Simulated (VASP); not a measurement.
# Sn (P6_3/mmc) in VASP: further runs

The runs below take Sn through single point, relaxation of cell and atoms, with PBE.

Everything below comes from runs of VASP 6.6.1. Logs are shortened: lines on timing, memory, paths and dates and some standing lists are left out, and cuts for length are marked.

### Step 1. The cell of the first run

The structure is hexagonal, space group P6_3/mmc (No. 194). The conventional cell has a = 2.662 Å, b = 2.662 Å, c = 4.309 Å, α = 90.00°, β = 90.00°, γ = 120.00°. Within 3.5 Å of Sn (site symmetry -6m2) lie 12 Sn at 2.65 to 2.66 Å.

This isn't the form of Sn at room conditions, which is tetragonal (white tin).

### Step 2. Single point, PBE

File INCAR:

```
SYSTEM = Sn
  ALGO = Fast
  EDIFF = 1E-6
  ENCUT = 520
  GGA = PE
  ISIF = 2
  ISMEAR = 0
  LASPH = .TRUE.
  LCHARG = .FALSE.
  LREAL = .FALSE.
  LWAVE = .FALSE.
  NBANDS = 21
  NELM = 60
  PREC = Accurate
  SIGMA = 0.1
```

File KPOINTS:

```
k-points
0
G
  6 6 4
  0 0 0
```

File POSCAR:

```
Sn
1.0
    2.6624783745      0.0000000000      0.0000000000
   -1.3312391873      2.3057739094      0.0000000000
    0.0000000000      0.0000000000      4.3087972953
Sn
2
Direct
    0.3333333333      0.6666666667      0.2500000000
    0.6666666667      0.3333333333      0.7500000000
```

Potentials or basis: VASP PAW PBE potentials, release 64 (Sn_d).

Command:

```sh
> cat potpaw_PBE.64/Sn_d/POTCAR > POTCAR
> mpirun -np 1 vasp_std > vasp.out
```

OUTCAR:

```text
SYSTEM = Sn
   EDIFF = 1E-6
   ENCUT = 520
   GGA = PE
   ISIF = 2
   ISMEAR = 0
   LASPH = .TRUE.
   LREAL = .FALSE.
   NELM = 60
   PREC = Accurate

 ion  position               nearest neighbor table
   1  0.333  0.667  0.250-   2 2.65   2 2.65   2 2.65   2 2.65   2 2.65   2 2.65   2 3.75   2 3.75
                             2 3.75   2 3.75   2 3.75   2 3.75
   2  0.667  0.333  0.750-   1 2.65   1 2.65   1 2.65   1 2.65   1 2.65   1 2.65   1 3.75   1 3.75
                             1 3.75   1 3.75   1 3.75   1 3.75

  LATTYP: Found a hexagonal cell.
 ALAT       =     2.6624783745
 C/A-ratio  =     1.6183407672

  Lattice vectors:

 A1 = (   2.6624783745,   0.0000000000,   0.0000000000)
 A2 = (  -1.3312391873,   2.3057739094,   0.0000000000)
 A3 = (   0.0000000000,   0.0000000000,   4.3087972953)

Analysis of symmetry for initial positions (statically):
=====================================================================
 Subroutine PRICEL returns:
 Original cell was already a primitive cell.

 Routine SETGRP: Setting up the symmetry group for a
 hexagonal supercell.

 Subroutine GETGRP returns: Found 24 space group operations
 (whereof 12 operations were pure point group operations)
 out of a pool of 24 trial point group operations.

The static configuration has the point symmetry D_3d.
 The point group associated with its full space group is D_6h.

Analysis of symmetry for dynamics (positions and initial velocities):
=====================================================================
 Subroutine PRICEL returns:
 Original cell was already a primitive cell.

 Routine SETGRP: Setting up the symmetry group for a
 hexagonal supercell.

 Subroutine GETGRP returns: Found 24 space group operations
 (whereof 12 operations were pure point group operations)
 out of a pool of 24 trial point group operations.

The dynamic configuration has the point symmetry D_3d.
 The point group associated with its full space group is D_6h.

 Subroutine INISYM returns: Found 24 space group operations
 (whereof 12 operations are pure point group operations),
 and found     1 'primitive' translations

----------------------------------------------------------------------------------------

                                     Primitive cell

  volume of cell :      26.4520

  direct lattice vectors                    reciprocal lattice vectors
     2.662478375  0.000000000  0.000000000     0.375589905  0.216846933  0.000000000
    -1.331239187  2.305773909  0.000000000     0.000000000  0.433693866  0.000000000
     0.000000000  0.000000000  4.308797295     0.000000000  0.000000000  0.232083324

  length of vectors
     2.662478375  2.662478375  4.308797295     0.433693866  0.433693866  0.232083324

  position of ions in fractional coordinates (direct lattice)
     0.333333333  0.666666667  0.250000000
     0.666666667  0.333333333  0.750000000

  ion indices of the primitive-cell ions
   primitive index   ion index
                 1           1
                 2           2

----------------------------------------------------------------------------------------

 KPOINTS: k-points

Automatic generation of k-mesh.
 Grid dimensions read from file:
 generate k-points for:    6    6    4

 Generating k-lattice:

  Cartesian coordinates                     Fractional coordinates (reciprocal lattice)
     0.062598318  0.036141155  0.000000000     0.166666667  0.000000000  0.000000000
     0.000000000  0.072282311  0.000000000     0.000000000  0.166666667  0.000000000
     0.000000000  0.000000000  0.058020831     0.000000000  0.000000000  0.250000000

  Length of vectors
     0.072282311  0.072282311  0.058020831

  Shift w.r.t. Gamma in fractional coordinates (k-lattice)
     0.000000000  0.000000000  0.000000000

 Subroutine IBZKPT returns following result:
 ===========================================

 Found     21 irreducible k-points:

 Following reciprocal coordinates:
            Coordinates               Weight
  0.000000  0.000000  0.000000      1.000000
  0.166667  0.000000  0.000000      6.000000
  0.333333  0.000000  0.000000      6.000000
  0.500000  0.000000  0.000000      3.000000
  0.166667  0.166667  0.000000      6.000000
  0.333333  0.166667  0.000000     12.000000
[... 13 lines left out ...]
  0.333333  0.166667  0.500000     12.000000
  0.333333  0.333333  0.500000      2.000000
   k-points           NKPTS =     21   k-points in BZ     NKDIM =     21   number of bands    NBANDS=     21
   number of dos      NEDOS =    301   number of ions     NIONS =      2
   total plane-waves  NPLWV =  12800
   dimension x,y,z NGX =    20 NGY =   20 NGZ =   32
   dimension x,y,z NGXF=    40 NGYF=   40 NGZF=   64
   ions per type =               2
   NGX,Y,Z   is equivalent  to a cutoff of  12.49, 12.49, 12.35 a.u.
   NGXF,Y,Z  is equivalent  to a cutoff of  24.98, 24.98, 24.69 a.u.
 SYSTEM =  Sn
   PREC   = accura    normal or accurate (medium, high low for compatibility)
   ISTART =      0    job   : 0-new  1-cont  2-samecut
   ICHARG =      2    charge: 1-file 2-atom 10-const
   ISPIN  =      1    spin polarized calculation?
   LNONCOLLINEAR =      F non collinear calculations
   LSORBIT =      F    spin-orbit coupling
   LASPH  =      T    aspherical Exc in radial PAW
   ENCUT  =  520.0 eV  38.22 Ry    6.18 a.u.   4.95  4.95  8.01*2*pi/ulx,y,z
   NELM   =     60;   NELMIN=  2; NELMDL= -5     # of ELM steps
   EDIFF  = 0.1E-05   stopping-criterion for ELM
   LREAL  =      F    real-space projection
   EDIFFG = 0.1E-04   stopping-criterion for IOM
   NSW    =      0    number of steps for IOM
   IBRION =     -1    ionic relax: 0-MD 1-quasi-New 2-CG
   NFREE  =      0    steps in history (QN), initial steepest desc. (CG)
   ISIF   =      2    stress and relaxation
   ISYM   =      2    0-nonsym 1-usesym 2-fastsym
   POTIM  = 0.5000    time-step for ionic-motion
   TEBEG  =    0.0;   TEEND  =   0.0 temperature during run
   PSTRESS=    0.0 pullay stress
   NELECT =      28.0000    total number of electrons
   NUPDOWN=      -1.0000    fix difference up-down
   EMIN   =  10.00;   EMAX   =-10.00  energy-range for DOS
   EFERMI =   0.00;   METHOD = LEGACY
   ISMEAR =     0;   SIGMA  =   0.10  broadening in eV -4-tet -1-fermi 0-gaus
   EFERMI_NEDOS =   21; number of points for ismear=-14 and -15
   IALGO  =     68    algorithm
   IMIX   =      4    mixing-type and parameters
     AMIX     =   0.40;   BMIX     =  1.00
     AMIX_MAG =   1.60;   BMIX_MAG =  1.00
  volume/ion in A,a.u.               =      13.23        89.25
  Fermi-wavevector in a.u.,A,eV,Ry     =   1.668430  3.152875 37.873957  2.783657
  Thomas-Fermi vector in A             =   2.754278
   LORBIT       =      0    0 simple, 1 ext, 2 COOP (PROOUT), +10 PAW based schemes
   GGA     = PE    functional components
   LHFCALC =     F    Hartree Fock is set to
   AEXX    =    0.0000 exact exchange contribution
   IVDW    =     0    specifies the selected vdW correction
   LEPSILON=     F    determine dielectric tensor
   LRPA    =     F    only Hartree local field effects (RPA)
 non-spin polarized calculation
 RMM-DIIS sequential band-by-band and
 Gauss-broadening in eV      SIGMA  =   0.10
  energy-cutoff  :      520.00
  volume of cell :       26.45
 maximum number of plane-waves:       732
 NGX is ok and might be reduce to    20
   NGX =  9   NGY =  9   NGZ = 17

 number of electron      28.0000016 magnetization

 Free energy of the ion-electron system (eV)
  ---------------------------------------------------
  ext. energy  EPLUGINS =         0.00000000
  ---------------------------------------------------
  free energy    TOTEN  =         1.63010430 eV

  energy without entropy =        1.63679229  energy(sigma->0) =        1.63344830

 E-fermi :  21.4076     XC(G=0): -14.2478

 val. band max:       21.3655092053   @ k =   0.1667   0.1667   0.0000
 cond. band min:      21.4515999954   @ k =   0.1667   0.1667   0.2500
 fundamental gap:      0.0860907901
 Fermi energy:        21.4075639182

 k-point     1 :       0.0000    0.0000    0.0000
  band No.  band energies     occupation
      1      -2.9519      2.00000
      2      -2.4942      2.00000
      3      -2.4154      2.00000
      4      -2.4154      2.00000
      5      -2.2934      2.00000
      6      -2.2934      2.00000
[... 13 lines left out ...]
     20      34.0428      0.00000
     21      37.2936      0.00000

 k-point     2 :       0.1667    0.0000    0.0000
  band No.  band energies     occupation
      1      -2.8777      2.00000
      2      -2.5626      2.00000
      3      -2.3487      2.00000
      4      -2.2920      2.00000
      5      -2.2292      2.00000
      6      -2.1837      2.00000
[... 13 lines left out ...]
     20      35.1173      0.00000
     21      36.0377      0.00000

 k-point     3 :       0.3333    0.0000    0.0000
  band No.  band energies     occupation
      1      -3.1342      2.00000
      2      -2.7240      2.00000
      3      -2.6164      2.00000
      4      -2.4200      2.00000
      5      -2.1681      2.00000
      6      -1.9723      2.00000
[... 13 lines left out ...]
     20      32.9450      0.00000
     21      36.4566      0.00000

 k-point     4 :       0.5000    0.0000    0.0000
  band No.  band energies     occupation
      1      -3.2837      2.00000
      2      -2.9519      2.00000
      3      -2.7229      2.00000
      4      -2.5055      2.00000
      5      -2.0814      2.00000
      6      -2.0167      2.00000
[... 13 lines left out ...]
     20      31.4122      0.00000
     21      36.3632      0.00000

 k-point     5 :       0.1667    0.1667    0.0000
  band No.  band energies     occupation
      1      -2.7692      2.00000
      2      -2.7310      2.00000
      3      -2.5846      2.00000
      4      -2.4042      2.00000
      5      -2.1974      2.00000
      6      -2.0395      2.00000
[... 13 lines left out ...]
     20      34.3630      0.00000
     21      36.4428      0.00000

 k-point     6 :       0.3333    0.1667    0.0000
  band No.  band energies     occupation
      1      -2.9720      2.00000
      2      -2.9354      2.00000
      3      -2.5430      2.00000
      4      -2.4609      2.00000
      5      -2.0937      2.00000
      6      -2.0596      2.00000
[... 13 lines left out ...]
     20      34.4375      0.00000
     21      38.4736      0.00000

 k-point     7 :       0.3333    0.3333    0.0000
  band No.  band energies     occupation
      1      -3.0390      2.00000
      2      -2.4838      2.00000
      3      -2.4838      2.00000
      4      -2.3052      2.00000
      5      -2.3052      2.00000
      6      -2.1928      2.00000
[... 13 lines left out ...]
     20      39.0834      0.00000
     21      41.4543      0.00000
[... 219 lines left out ...]
      1      -2.9033      2.00000
      2      -2.9033      2.00000
      3      -2.6691      2.00000
      4      -2.6691      2.00000
      5      -1.9770      2.00000
      6      -1.9770      2.00000
[... 13 lines left out ...]
     20      30.0043      0.00000
     21      36.3508      0.00000

 k-point    18 :       0.5000    0.0000    0.5000
  band No.  band energies     occupation
      1      -2.9402      2.00000
      2      -2.9402      2.00000
      3      -2.9212      2.00000
      4      -2.9212      2.00000
      5      -1.9486      2.00000
      6      -1.9486      2.00000
[... 13 lines left out ...]
     20      29.6446      0.00000
     21      33.4708      0.00000

 k-point    19 :       0.1667    0.1667    0.5000
  band No.  band energies     occupation
      1      -2.7872      2.00000
      2      -2.7872      2.00000
      3      -2.4457      2.00000
      4      -2.4457      2.00000
      5      -2.1052      2.00000
      6      -2.1052      2.00000
[... 13 lines left out ...]
     20      35.2105      0.00000
     21      36.3392      0.00000

 k-point    20 :       0.3333    0.1667    0.5000
  band No.  band energies     occupation
      1      -2.8695      2.00000
      2      -2.8695      2.00000
      3      -2.6086      2.00000
      4      -2.6086      2.00000
      5      -2.0660      2.00000
      6      -2.0660      2.00000
[... 13 lines left out ...]
     20      33.6004      0.00000
     21      35.0572      0.00000

 k-point    21 :       0.3333    0.3333    0.5000
  band No.  band energies     occupation
      1      -2.7971      2.00000
      2      -2.7971      2.00000
      3      -2.3495      2.00000
      4      -2.3495      2.00000
      5      -2.0710      2.00000
      6      -2.0710      2.00000
[... 13 lines left out ...]
     20      32.0413      0.00000
     21      34.5575      0.00000

------------------------ aborting loop because EDIFF is reached ----------------------------------------

  FORCE on cell =-STRESS in cart. coord.  units (eV):
  Direction    XX          YY          ZZ          XY          YZ          ZX
  --------------------------------------------------------------------------------------
  -------------------------------------------------------------------------------------
  Total       34.1550281     34.1550281     34.7201489     -0.0000000      0.0000000      0.0000000
  in kB     2068.7421160   2068.7421161   2102.9710225     -0.0000000      0.0000000      0.0000000
  external PRESSURE =    2080.1517516 kB  Pullay stress =       0.0000000 kB

 VOLUME and BASIS-vectors are now :
 -----------------------------------------------------------------------------
  energy-cutoff  :      520.00
  volume of cell :       26.45
      direct lattice vectors                 reciprocal lattice vectors
     2.662478375  0.000000000  0.000000000     0.375589905  0.216846933  0.000000000
    -1.331239187  2.305773909  0.000000000     0.000000000  0.433693866  0.000000000
     0.000000000  0.000000000  4.308797295     0.000000000  0.000000000  0.232083324

 POSITION                                       TOTAL-FORCE (eV/Angst)
 -----------------------------------------------------------------------------------
     -0.00000      1.53718      1.07720         0.000000     -0.000000      0.000000
      1.33124      0.76859      3.23160        -0.000000      0.000000      0.000000
 -----------------------------------------------------------------------------------
    total drift:                               -0.000000      0.000000      0.000000

  FREE ENERGIE OF THE ION-ELECTRON SYSTEM (eV)
  ---------------------------------------------------
  free  energy   TOTEN  =         1.6301043010 eV

  energy  without entropy=        1.6367922903  energy(sigma->0) =        1.63344830
```

It took 5.4 s on 1 thread of Intel Xeon 6975P-C (Granite Rapids), shared host; peak memory 0.13 GiB.

What came out:

```yaml
Free_energy: 1.6301 eV
Pressure: 208.0 GPa
Band_gap_on_the_k_mesh: zero (bands 14 and 15 overlap by 14.06 eV)
```

Caveat: the k points lie up to 0.45 Å⁻¹ apart, too coarse for converged energies and pressures of a metal; spin-orbit coupling is left out, which moves the levels of the heavy elements.

### Step 3. Single point, PBE

This run uses another cell than the first one, of 27.76 Å³/atom.

File INCAR:

```
PREC = Accurate
ENCUT = 520
EDIFF = 1E-6
ISMEAR = 0
SIGMA = 0.1
LREAL = F
LASPH = T
NELM = 80
ALGO = Normal
ISIF = 2
LWAVE = F
LCHARG = F
GGA = PE
NBANDS = 21
```

File KPOINTS:

```
Automatic mesh
0
Gamma
  12 12 6
```

File POSCAR:

```
Sn
1.0
    3.4097591437      0.0000000000      0.0000000000
   -1.7048795719      2.9529380392      0.0000000000
    0.0000000000      0.0000000000      5.5138065627
Sn
2
Direct
    0.3333333333      0.6666666667      0.2500000000
    0.6666666667      0.3333333333      0.7500000000
```

Potentials or basis: VASP PAW PBE potentials, release 64 (Sn_d).

Command:

```sh
> cat potpaw_PBE.64/Sn_d/POTCAR > POTCAR
> mpirun -np 1 vasp_std > vasp.out
```

Wall time 29 s (1 thread of Intel Xeon 6975P-C (Granite Rapids), shared host); peak memory 0.21 GiB.

It converged, with:

```yaml
Free_energy: -7.5844 eV
Pressure: 0.0 GPa
Band_gap_on_the_k_mesh: zero (bands 14 and 15 overlap by 8.03 eV)
```

Stress tensor (GPa, compression positive):
```
-0.16  0.00  0.00
 0.00 -0.16  0.00
 0.00  0.00  0.18
```

Levels at points of the mesh, in eV from the Fermi level:
```csv
k point,band 12,band 13,band 14,band 15,band 16,band 17
"(0.00, 0.00, 0.00)",-6.53,-4.36,5.62,5.62,7.37,7.37
"(0.50, 0.00, 0.00)",-5.80,-2.19,-1.24,-0.64,1.38,2.10
"(0.00, 0.00, 0.50)",-9.56,1.22,1.22,6.52,6.52,6.52
"(0.50, 0.00, 0.50)",-5.92,-3.84,-3.84,3.45,3.45,3.91
```

Caveat: spin-orbit coupling is left out, which moves the levels of the heavy elements.

### Step 4. Single point, PBE

This run uses another cell than the first one, of 27.73 Å³/atom.

File INCAR:

```
ALGO = Normal ; EDIFF = 1E-6
ENCUT = 520 ; GGA = PE
ISIF = 2 ; ISMEAR = 0
LASPH = T ; LCHARG = F
LREAL = F ; LWAVE = F
NBANDS = 21 ; NELM = 100
PREC = Accurate ; SIGMA = 0.1
```

File KPOINTS:

```
k-points
0
Gamma
  12 12 8
```

File POSCAR:

```
Sn
1.0
    3.3842760539      0.0000000000      0.0000000000
   -1.6921380270      2.9308690361      0.0000000000
    0.0000000000      0.0000000000      5.5912329729
Sn
2
Direct
    0.3333333333      0.6666666667      0.2500000000
    0.6666666667      0.3333333333      0.7500000000
```

Command:

```sh
> cat potpaw_PBE.64/Sn_d/POTCAR > POTCAR
> mpirun -np 1 vasp_std > vasp.out
```

Wall time 37 s (1 thread of Intel Xeon 6975P-C (Granite Rapids), shared host); peak memory 0.22 GiB.

It converged, with:

* Free energy: -7.5718 eV
* Pressure: 0.0 GPa
* Band gap on the k mesh: zero (bands 14 and 15 overlap by 8.22 eV)

Stress tensor (GPa, compression positive):
```
-0.01  0.00  0.00
 0.00 -0.01  0.00
 0.00  0.00 -0.10
```

Levels at points of the mesh, in eV from the Fermi level:
```csv
k point,band 11,band 12,band 13,band 14,band 15,band 16,band 17,band 18
"(0.00, 0.00, 0.00)",-10.87,-6.76,-4.42,5.86,5.86,7.55,7.55,7.57
"(0.50, 0.00, 0.00)",-6.90,-5.77,-2.33,-1.42,-0.64,1.36,2.26,5.78
"(0.00, 0.00, 0.50)",-9.63,-9.63,0.92,0.92,6.73,6.73,6.73,6.73
"(0.50, 0.00, 0.50)",-5.89,-5.89,-3.86,-3.86,3.55,3.55,3.76,3.76
```

Caveat: spin-orbit coupling is left out, which moves the levels of the heavy elements.

(Continued in part 2 of 2.)

The gap in the log of VASP goes by the Fermi energy; the results here count the filled bands.